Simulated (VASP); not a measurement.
Write the native input for VASP 6.6.1 that does the following.

```
Task                   : single point
Functional             : PBE
Dispersion             : D3(BJ)
Potentials or basis    : VASP PAW PBE potentials, release 64 (H, Si, Cl)
Cutoff                 : 520 eV
k mesh                 : 2 × 2 × 1
Occupations            : gaussian, width 0.02 eV
Spin                   : no spin polarisation
Dipole correction      : no
Further INCAR settings : LREAL = Auto; ALGO = Normal; EDIFF = 1e-07; NBANDS = 55
```

The structure of Si16H5Cl lies in POSCAR:

```
Si16H5Cl
1.0
    7.6791800000      0.0000000000      0.0000000000
    3.8395900000      6.6503650000      0.0000000000
    0.0000000000      0.0000000000     18.4187650000
H Si Cl
5 16 1
Direct
    0.1666666792      0.1666666416      0.0542925109
    0.6666666792      0.1666666416      0.0542925109
    0.1666666416      0.6666667168      0.0542925109
    0.6666666416      0.6666667168      0.0542925109
   -0.0116000807      0.0069966085      0.4261903010
    0.1666666792      0.1666666416      0.1357310873
    0.6666666792      0.1666666416      0.1357310873
    0.1666666416      0.6666667168      0.1357310873
    0.6666666416      0.6666667168      0.1357310873
   -0.1674496189      0.3342160919      0.1776935099
    0.3347417463      0.3303701376      0.1789480456
   -0.1663162259      0.8334953044      0.1747720871
    0.3331067234      0.8340391843      0.1772858821
   -0.1923228596      0.3520513536      0.3046214553
    0.3259943279      0.3719597345      0.3091454286
   -0.1738688027      0.8480423255      0.3017442809
    0.3261770478      0.8308019184      0.3059750749
   -0.0107927556      0.0175230984      0.3448515685
    0.4771665451      0.0262432212      0.3144130999
   -0.0159851123      0.5127249407      0.3422715367
    0.4971571757      0.5169910223      0.3686898660
   -0.0204598127      0.5208041965      0.4561828114
```

The input as run:

INCAR

```
SYSTEM = Si16H5Cl
PREC = Accurate
ENCUT = 520
EDIFF = 1E-7
ISMEAR = 0
SIGMA = 0.02
LREAL = Auto
LASPH = .TRUE.
NELM = 100
ALGO = Normal
ISIF = 2
LWAVE = .FALSE.
LCHARG = .FALSE.
GGA = PE
IVDW = 12
NBANDS = 55
```

KPOINTS

```
Automatic mesh
0
G
  2 2 1
  0 0 0
```

Potentials or basis: VASP PAW PBE potentials, release 64 (H, Si, Cl).

Run with:

```bash
$ cat potpaw_PBE.64/H/POTCAR potpaw_PBE.64/Si/POTCAR potpaw_PBE.64/Cl/POTCAR > POTCAR
$ mpirun -np 1 vasp_std > vasp.out
```

It gave:

The largest force is 0.219 eV/Å, the band gap on the k mesh is 0.33 eV and the dispersion energy per atom is -0.185 eV.

Caveat: the k points lie up to 0.47 Å⁻¹ apart; there is no dipole correction, which matters where the two faces differ; semilocal functionals underestimate gaps, and a narrow one can read as zero.

Wall time 6.7 min on 1 thread of Intel(R) Xeon(R) 6975P-C (Granite Rapids), on a shared host, peak memory 0.97 GiB.
